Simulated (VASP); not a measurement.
# AgCl (Pm-3m) in VASP: further runs

Runs on AgCl. Level: PBEsol. Tasks: electric field gradients, single point.

Everything below comes from runs of VASP 6.6.1. Logs are shortened: lines on timing, memory, paths and dates and some standing lists are left out, and cuts for length are marked.

## (1) The cell of the first run

Symmetry: Pm-3m, No. 221, cubic system. The conventional cell has a = 3.490 Å, b = 3.490 Å, c = 3.490 Å, α = 90.00°, β = 90.00°, γ = 90.00°. Ag (site symmetry m-3m) has 8 Cl at 3.02 Å and 6 Ag at 3.49 Å within 4.0 Å. Within 4.0 Å of Cl (site symmetry m-3m) lie 8 Ag at 3.02 Å and 6 Cl at 3.49 Å.

## (2) Electric field gradients, PBEsol (21.26 Å³/atom)

The input, INCAR:

```
SYSTEM = AgCl
PREC = Accurate ; ENCUT = 520
EDIFF = 1E-8 ; ISMEAR = -1
SIGMA = 0.01 ; LREAL = .False.
LASPH = .True. ; NELM = 60
ALGO = Normal ; ISIF = 2
LWAVE = .False. ; LCHARG = .False.
GGA = PS ; LEFG = .True.
NBANDS = 16
```

The input, KPOINTS:

```
regular mesh
0
Gamma
  9 9 9
  0 0 0
```

The input, POSCAR:

```
AgCl
1.0
    3.4902776466      0.0000000000      0.0000000000
    0.0000000000      3.4902776466      0.0000000000
    0.0000000000      0.0000000000      3.4902776466
Ag Cl
1 1
Direct
    0.0000000000      0.0000000000      0.0000000000
    0.5000000000      0.5000000000      0.5000000000
```

Potentials or basis: VASP PAW PBE potentials, release 64 (Ag, Cl).

Run with:

```console
cat potpaw_PBE.64/Ag/POTCAR potpaw_PBE.64/Cl/POTCAR > POTCAR
mpirun -np 1 vasp_std > vasp.out
```

OUTCAR:

```text
SYSTEM = AgCl
   PREC = Accurate
   ENCUT = 520
   EDIFF = 1E-8
   ISMEAR = -1
   LREAL = .False.
   LASPH = .True.
   NELM = 60
   ISIF = 2
   GGA = PS

 ion  position               nearest neighbor table
   1  0.000  0.000  0.000-   2 3.02   2 3.02   2 3.02   2 3.02   2 3.02   2 3.02   2 3.02   2 3.02

   2  0.500  0.500  0.500-   1 3.02   1 3.02   1 3.02   1 3.02   1 3.02   1 3.02   1 3.02   1 3.02

  LATTYP: Found a simple cubic cell.
 ALAT       =     3.4902776466

  Lattice vectors:

 A1 = (   3.4902776466,   0.0000000000,   0.0000000000)
 A2 = (   0.0000000000,   3.4902776466,   0.0000000000)
 A3 = (   0.0000000000,   0.0000000000,   3.4902776466)

Analysis of symmetry for initial positions (statically):
=====================================================================
 Subroutine PRICEL returns:
 Original cell was already a primitive cell.

 Routine SETGRP: Setting up the symmetry group for a
 simple cubic supercell.

 Subroutine GETGRP returns: Found 48 space group operations
 (whereof 48 operations were pure point group operations)
 out of a pool of 48 trial point group operations.

The static configuration has the point symmetry O_h .

Analysis of symmetry for dynamics (positions and initial velocities):
=====================================================================
 Subroutine PRICEL returns:
 Original cell was already a primitive cell.

 Routine SETGRP: Setting up the symmetry group for a
 simple cubic supercell.

 Subroutine GETGRP returns: Found 48 space group operations
 (whereof 48 operations were pure point group operations)
 out of a pool of 48 trial point group operations.

The dynamic configuration has the point symmetry O_h .

 Subroutine INISYM returns: Found 48 space group operations
 (whereof 48 operations are pure point group operations),
 and found     1 'primitive' translations

----------------------------------------------------------------------------------------

                                     Primitive cell

  volume of cell :      42.5187

  direct lattice vectors                    reciprocal lattice vectors
     3.490277647  0.000000000  0.000000000     0.286510158  0.000000000  0.000000000
     0.000000000  3.490277647  0.000000000     0.000000000  0.286510158  0.000000000
     0.000000000  0.000000000  3.490277647     0.000000000  0.000000000  0.286510158

  length of vectors
     3.490277647  3.490277647  3.490277647     0.286510158  0.286510158  0.286510158

  position of ions in fractional coordinates (direct lattice)
     0.000000000  0.000000000  0.000000000
     0.500000000  0.500000000  0.500000000

  ion indices of the primitive-cell ions
   primitive index   ion index
                 1           1
                 2           2

----------------------------------------------------------------------------------------

 KPOINTS: regular mesh

Automatic generation of k-mesh.
 Grid dimensions read from file:
 generate k-points for:    9    9    9

 Generating k-lattice:

  Cartesian coordinates                     Fractional coordinates (reciprocal lattice)
     0.031834462  0.000000000  0.000000000     0.111111111  0.000000000  0.000000000
     0.000000000  0.031834462  0.000000000     0.000000000  0.111111111  0.000000000
     0.000000000  0.000000000  0.031834462     0.000000000  0.000000000  0.111111111

  Length of vectors
     0.031834462  0.031834462  0.031834462

  Shift w.r.t. Gamma in fractional coordinates (k-lattice)
     0.000000000  0.000000000  0.000000000

 Subroutine IBZKPT returns following result:
 ===========================================

 Found     35 irreducible k-points:

 Following reciprocal coordinates:
            Coordinates               Weight
  0.000000  0.000000  0.000000      1.000000
  0.111111  0.000000  0.000000      6.000000
  0.222222  0.000000  0.000000      6.000000
  0.333333  0.000000  0.000000      6.000000
  0.444444  0.000000  0.000000      6.000000
  0.111111  0.111111  0.000000     12.000000
[... 16 lines left out ...]
  0.333333  0.333333  0.111111     24.000000
  0.444444  0.333333  0.111111     48.000000
 [... further k-points ...]
   k-points           NKPTS =     35   k-points in BZ     NKDIM =     35   number of bands    NBANDS=     16
   number of dos      NEDOS =    301   number of ions     NIONS =      2
   total plane-waves  NPLWV =  21952
   dimension x,y,z NGX =    28 NGY =   28 NGZ =   28
   dimension x,y,z NGXF=    56 NGYF=   56 NGZF=   56
   ions per type =               1   1
   NGX,Y,Z   is equivalent  to a cutoff of  13.34, 13.34, 13.34 a.u.
   NGXF,Y,Z  is equivalent  to a cutoff of  26.67, 26.67, 26.67 a.u.
 SYSTEM =  AgCl
   PREC   = accura    normal or accurate (medium, high low for compatibility)
   ISTART =      0    job   : 0-new  1-cont  2-samecut
   ICHARG =      2    charge: 1-file 2-atom 10-const
   ISPIN  =      1    spin polarized calculation?
   LNONCOLLINEAR =      F non collinear calculations
   LSORBIT =      F    spin-orbit coupling
   LASPH  =      T    aspherical Exc in radial PAW
   ENCUT  =  520.0 eV  38.22 Ry    6.18 a.u.   6.49  6.49  6.49*2*pi/ulx,y,z
   NELM   =     60;   NELMIN=  2; NELMDL= -5     # of ELM steps
   EDIFF  = 0.1E-07   stopping-criterion for ELM
   LREAL  =      F    real-space projection
   EDIFFG = 0.1E-06   stopping-criterion for IOM
   NSW    =      0    number of steps for IOM
   IBRION =     -1    ionic relax: 0-MD 1-quasi-New 2-CG
   NFREE  =      0    steps in history (QN), initial steepest desc. (CG)
   ISIF   =      2    stress and relaxation
   ISYM   =      2    0-nonsym 1-usesym 2-fastsym
   POTIM  = 0.5000    time-step for ionic-motion
   TEBEG  =    0.0;   TEEND  =   0.0 temperature during run
   PSTRESS=    0.0 pullay stress
   NELECT =      18.0000    total number of electrons
   NUPDOWN=      -1.0000    fix difference up-down
   EMIN   =  10.00;   EMAX   =-10.00  energy-range for DOS
   EFERMI =   0.00;   METHOD = LEGACY
   ISMEAR =    -1;   SIGMA  =   0.01  broadening in eV -4-tet -1-fermi 0-gaus
   EFERMI_NEDOS =   21; number of points for ismear=-14 and -15
   IALGO  =     38    algorithm
   IMIX   =      4    mixing-type and parameters
     AMIX     =   0.40;   BMIX     =  1.00
     AMIX_MAG =   1.60;   BMIX_MAG =  1.00
  volume/ion in A,a.u.               =      21.26       143.47
  Fermi-wavevector in a.u.,A,eV,Ry     =   1.229247  2.322939 20.559046  1.511047
  Thomas-Fermi vector in A             =   2.364141
   LORBIT       =      0    0 simple, 1 ext, 2 COOP (PROOUT), +10 PAW based schemes
   GGA     = PS    functional components
   LHFCALC =     F    Hartree Fock is set to
   AEXX    =    0.0000 exact exchange contribution
   IVDW    =     0    specifies the selected vdW correction
   LEPSILON=     F    determine dielectric tensor
   LRPA    =     F    only Hartree local field effects (RPA)
 non-spin polarized calculation
  energy-cutoff  :      520.00
  volume of cell :       42.52
 maximum number of plane-waves:      1189
 NGX is ok and might be reduce to    28
   NGX = 13   NGY = 13   NGZ = 13

 number of electron      18.0000001 magnetization

 Free energy of the ion-electron system (eV)
  ---------------------------------------------------
  ext. energy  EPLUGINS =         0.00000000
  ---------------------------------------------------
  free energy    TOTEN  =        -5.69590219 eV

  energy without entropy =       -5.69590219  energy(sigma->0) =       -5.69590219

 E-fermi :   3.3767     XC(G=0): -10.3603

 val. band max:        3.1744556826   @ k =   0.4444   0.0000   0.0000
 cond. band min:       3.6088983688   @ k =   0.0000   0.0000   0.0000
 fundamental gap:      0.4344426862
 Fermi energy:         3.3767257651

 k-point     1 :       0.0000    0.0000    0.0000
  band No.  band energies     occupation
      1     -11.0797      2.00000
      2       0.6372      2.00000
      3       0.6372      2.00000
      4       1.4994      2.00000
      5       1.4994      2.00000
      6       1.4994      2.00000
[... 8 lines left out ...]
     15      16.3404      0.00000
     16      19.4607      0.00000

 k-point     2 :       0.1111    0.0000    0.0000
  band No.  band energies     occupation
      1     -11.0351      2.00000
      2       0.5018      2.00000
      3       0.6522      2.00000
      4       1.2233      2.00000
      5       1.2233      2.00000
      6       1.4232      2.00000
[... 8 lines left out ...]
     15      16.0791      0.00000
     16      19.4199      0.00000

 k-point     3 :       0.2222    0.0000    0.0000
  band No.  band energies     occupation
      1     -10.9178      2.00000
      2      -0.2158      2.00000
      3       0.6904      2.00000
      4       0.8997      2.00000
      5       0.8997      2.00000
      6       1.3717      2.00000
[... 8 lines left out ...]
     15      16.4011      0.00000
     16      19.3170      0.00000

 k-point     4 :       0.3333    0.0000    0.0000
  band No.  band energies     occupation
      1     -10.7762      2.00000
      2      -1.0004      2.00000
      3       0.6640      2.00000
      4       0.6640      2.00000
      5       0.7346      2.00000
      6       1.5328      2.00000
[... 8 lines left out ...]
     15      17.9869      0.00000
     16      19.1068      0.00000
[... 324 lines left out ...]
 k-point    22 :       0.4444    0.2222    0.1111
  band No.  band energies     occupation
      1     -10.5354      2.00000
      2      -0.9528      2.00000
      3       0.1714      2.00000
      4       0.9174      2.00000
      5       0.9672      2.00000
      6       1.3662      2.00000
[... 8 lines left out ...]
     15      17.0981      0.00000
     16      20.1370      0.00000

 k-point    23 :       0.3333    0.3333    0.1111
  band No.  band energies     occupation
      1     -10.5118      2.00000
      2      -0.4576      2.00000
      3      -0.0374      2.00000
      4       0.8181      2.00000
      5       1.0720      2.00000
      6       1.3492      2.00000
[... 8 lines left out ...]
     15      16.8796      0.00000
     16      19.5853      0.00000

 k-point    24 :       0.4444    0.3333    0.1111
  band No.  band energies     occupation
      1     -10.4394      2.00000
      2      -0.5820      2.00000
      3      -0.0609      2.00000
      4       0.9613      2.00000
      5       1.1279      2.00000
      6       1.2493      2.00000
[... 8 lines left out ...]
     15      17.0412      0.00000
     16      18.7519      0.00000

 [... further k-points ...]

------------------------ aborting loop because EDIFF is reached ----------------------------------------

  FORCE on cell =-STRESS in cart. coord.  units (eV):
  Direction    XX          YY          ZZ          XY          YZ          ZX
  --------------------------------------------------------------------------------------
  -------------------------------------------------------------------------------------
  Total       -1.6636453     -1.6636453     -1.6636453     -0.0000000     -0.0000000      0.0000000
  in kB      -62.6890056    -62.6890056    -62.6890056     -0.0000000     -0.0000000      0.0000000
  external PRESSURE =     -62.6890056 kB  Pullay stress =       0.0000000 kB

 VOLUME and BASIS-vectors are now :
 -----------------------------------------------------------------------------
  energy-cutoff  :      520.00
  volume of cell :       42.52
      direct lattice vectors                 reciprocal lattice vectors
     3.490277647  0.000000000  0.000000000     0.286510158  0.000000000  0.000000000
     0.000000000  3.490277647  0.000000000     0.000000000  0.286510158  0.000000000
     0.000000000  0.000000000  3.490277647     0.000000000  0.000000000  0.286510158

 POSITION                                       TOTAL-FORCE (eV/Angst)
 -----------------------------------------------------------------------------------
      0.00000      0.00000      0.00000         0.000000      0.000000      0.000000
      1.74514      1.74514      1.74514         0.000000      0.000000      0.000000
 -----------------------------------------------------------------------------------
    total drift:                               -0.000000      0.000000      0.000000

  FREE ENERGIE OF THE ION-ELECTRON SYSTEM (eV)
  ---------------------------------------------------
  free  energy   TOTEN  =        -5.6959021941 eV

  energy  without entropy=       -5.6959021940  energy(sigma->0) =       -5.69590219

 Electric field gradients (V/A^2)
---------------------------------------------------------------------
 ion       V_xx      V_yy      V_zz      V_xy      V_xz      V_yz
---------------------------------------------------------------------
   1       0.000     0.000    -0.000    -0.000    -0.000     0.000
   2      -0.000    -0.000     0.000     0.000     0.000    -0.000
---------------------------------------------------------------------

 Electric field gradients after diagonalization (V/A^2)
 (convention: |V_zz| > |V_xx| > |V_yy|)
----------------------------------------------------------------------
 ion       V_xx      V_yy      V_zz     asymmetry (V_yy - V_xx)/ V_zz
----------------------------------------------------------------------
   1       0.000     0.000    -0.000       0.057
   2      -0.000    -0.000     0.000       0.021
----------------------------------------------------------------------

           NMR quadrupolar parameters

 Cq : quadrupolar parameter    Cq=e*Q*V_zz/h
 eta: asymmetry parameters     (V_yy - V_xx)/ V_zz
 Q  : nuclear electric quadrupole moment in mb (millibarn)
----------------------------------------------------------------------
 ion       Cq(MHz)       eta       Q (mb)
----------------------------------------------------------------------
   1      -0.000       0.057       1.000
   2       0.000       0.021       1.000
----------------------------------------------------------------------
```

Run time: 18 s. Hardware: 1 thread of AMD EPYC 7R13 (Zen 3), shared host; peak memory 0.14 GiB.

What came out:

```yaml
Free_energy: -5.6959 eV
Pressure: -6.3 GPa
Band_gap_on_the_k_mesh: 0.43 eV (least direct gap 1.78 eV)
Largest_electric_field_gradient_by_atom: under 0.05 V/Å² on every atom
```

Caveat: the cell stands under tension; semilocal functionals underestimate gaps, and a narrow one can read as zero; the PAW data sets were made with another functional, which shifts forces and pressure a little; an odd mesh through Γ misses points on the zone boundary, where band edges can lie.

(Part 1 of 3 ends here.)
